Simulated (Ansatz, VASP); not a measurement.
One calculation of RuW3, two programs

```
Ru W
1.0
    -1.89982    1.89982    4.24376
     1.89982   -1.89982    4.24376
     1.89982    1.89982   -4.24376
Ru W
1 3
Direct
  0.00000 0.00000 0.00000
  0.50000 0.50000 0.00000
  0.25000 0.75000 0.50000
  0.75000 0.25000 0.50000
```

Alike in both runs: task single point; functional PBE; k mesh 6 × 6 × 6; occupations gaussian, width 0.1 eV; no spin polarisation.

|  | VASP | Ansatz |
| --- | --- | --- |
| version | VASP 6.6.1 | Ansatz 0.2.0 |
| potentials or method | VASP PAW PBE potentials, release 64 (Ru_pv, W_sv), cutoff 520 eV | scalar-relativistic, plane waves, PAW |
| valence electrons in the cell | 56 | 58 |

Ansatz gave:

| Property | Result |
| --- | --- |
| gap on the k mesh at the Fermi level (eV) | none |
| pressure (GPa) | 9.2 |
| traceless stress, the component that is largest in VASP (GPa) | -6.56 |

Task: What did VASP give for the same quantities?

Result: gap on the k mesh at the Fermi level (eV): none; pressure (GPa): 9.8; traceless stress, the component that is largest in VASP (GPa): -6.58.

A gap of «none» marks a metal or a gap that the smearing closes. VASP's potentials hold 56 valence electrons a cell and Ansatz's 58, so a difference there can come from the potentials and not from the codes.

The k mesh is coarse, so the values compare programs but aren't converged. Spin-orbit coupling is off throughout.
